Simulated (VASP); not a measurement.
Input of a VASP 6.6.1 run:

INCAR

```
  PREC = Accurate
  ENCUT = 520
  EDIFF = 1E-6
  ISMEAR = -1
  SIGMA = 0.1
  LREAL = F
  LASPH = T
  NELM = 80
  ALGO = Normal
  ISIF = 2
  LWAVE = F
  LCHARG = T
  LELF = T
  LVHAR = T
  NBANDS = 26
```

Contents of KPOINTS:

```
regular mesh
0
Gamma
  9 9 15
```

The input POSCAR:

```
V
1.0
    4.2470661369      0.0000000000      0.0000000000
   -2.1235330685      3.6780671661      0.0000000000
    0.0000000000      0.0000000000      2.2487224316
V
3
Direct
    0.0000000000      1.0000000000      0.0000000000
    0.3333333333      0.6666666667      0.5000000000
    0.6666666667      0.3333333333      0.5000000000
```

Potentials or basis: VASP PAW LDA potentials, release 64 (V_sv).

Launch:

```console
$ cat potpaw_LDA.64/V_sv/POTCAR > POTCAR
$ mpirun -np 1 vasp_std > vasp.out
```

Q: Estimate the band gap on the k mesh.

A: Zero (an odd number of electrons rules out a gap without spin polarisation).

Q: Predict the pressure.

A: 20.6 GPa.

Stress tensor (GPa, compression positive):
```
19.98  0.00  0.00
 0.00 19.98  0.00
 0.00  0.00 21.90
```

Caveat: the cell stands under pressure.
